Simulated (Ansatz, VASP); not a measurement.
# Si in VASP and in Ansatz

Contents of INCAR:

```
SYSTEM = Si
PREC = Accurate
ENCUT = 600
EDIFF = 1E-7
ISMEAR = 0
SIGMA = 0.1
LREAL = .FALSE.
LASPH = .TRUE.
NELM = 80
ALGO = Normal
ISIF = 3
LWAVE = .FALSE.
LCHARG = .FALSE.
GGA = PE
IBRION = 2
NSW = 100
EDIFFG = -0.01
```

Contents of KPOINTS:

```
Automatic mesh
0
G
  10 10 6
  0 0 0
```

Contents of POSCAR:

```
Si
1.0
    2.1994999522     -4.1361140523      0.0000000000
    2.1994999522      4.1361140523      0.0000000000
    0.0000000000      0.0000000000      7.0856005715
Si
6
Direct
    0.5000000000      0.5000000000      0.7500000000
    0.5000000000      0.5000000000      0.2500000000
    0.3175039693      0.1049958351      0.5000000000
    0.6824960307      0.8950041649      0.5000000000
    0.1049958351      0.3175039693      0.0000000000
    0.8950041649      0.6824960307      0.0000000000
```

Input for Ansatz:

```yaml
crystal:
  lattice:
    - [2.1994999522, -4.1361140523, 0.0]
    - [2.1994999522, 4.1361140523, 0.0]
    - [0.0, 0.0, 7.0856005715]
  atoms:
    - { symbol: Si, position: [0.5, 0.5, 0.75] }
    - { symbol: Si, position: [0.5, 0.5, 0.25] }
    - { symbol: Si, position: [0.3175039693, 0.1049958351, 0.5] }
    - { symbol: Si, position: [0.6824960307, 0.8950041649, 0.5] }
    - { symbol: Si, position: [0.1049958351, 0.3175039693, 0.0] }
    - { symbol: Si, position: [0.8950041649, 0.6824960307, 0.0] }
basis:
  ecutwfc: 420
kpoints:
  mp_grid: { grid: [10, 10, 6] }
hamiltonian:
  xc: pbe
scf:
  occupations: { method: gaussian, width: 0.1 }
output:
  forces: true
  stress: true
  eigenvalues: true
  write_density: true
  write_potential: true
  elf: true
  volumetric_format: npy
relax:
  adjacent_minimum: "off"
  f_tol: 0.01
  max_steps: 80
  cell: { stress_tol: 0.05 }
```

Alike in both runs: task relaxation of cell and atoms; functional PBE; k mesh 10 × 10 × 6; occupations gaussian, width 0.1 eV; no spin polarisation.

```csv
,VASP,Ansatz
version,VASP 6.6.1,Ansatz 0.2.0
potentials or method,"VASP PAW PBE potentials, release 64 (Si), cutoff 600 eV","scalar-relativistic, plane waves, PAW"
valence electrons in the cell,24,24
```

Ansatz gave:

| Property | Result |
| --- | --- |
| gap on the k mesh at the Fermi level, each at its own relaxed structure (eV) | none |
| relaxed volume (Å³/atom) | 21.29 |
| relaxed cell length with the largest relative difference (Å) | 4.730 |

**Question.** What did VASP give for the same quantities?

**Answer.** gap on the k mesh at the Fermi level, each at its own relaxed structure (eV): none; relaxed volume (Å³/atom): 21.30; relaxed cell length with the largest relative difference (Å): 4.729.

A gap of «none» marks a metal or a gap that the smearing closes.
